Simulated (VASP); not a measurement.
Here is a VASP 6.6.1 calculation.

INCAR

```
SYSTEM = MgO
  PREC = Accurate
  ENCUT = 520
  EDIFF = 1E-7
  ISMEAR = 0
  SIGMA = 0.022
  LREAL = .False.
  LASPH = .True.
  NELM = 80
  ALGO = Normal
  ISIF = 2
  LWAVE = .False.
  LCHARG = .False.
  GGA = PE
  NBANDS = 11
```

Contents of KPOINTS:

```
Automatic mesh
0
Gamma
  11 11 11
  0 0 0
```

POSCAR

```
MgO
1.0
    0.0000000000      2.0970013927      2.0970013927
    2.0970013927      0.0000000000      2.0970013927
    2.0970013927      2.0970013927      0.0000000000
Mg O
1 1
Direct
    0.0000000000      0.0000000000      0.0000000000
    0.5000000000      0.5000000000      0.5000000000
```

Potentials or basis: VASP PAW PBE potentials, release 64 (Mg, O).

The run is started by

```sh
$ cat potpaw_PBE.64/Mg/POTCAR potpaw_PBE.64/O/POTCAR > POTCAR
$ mpirun -np 1 vasp_std > vasp.out
```

Predict the pressure.

6.2 GPa.

Estimate the band gap on the k mesh.

4.85 eV, direct.
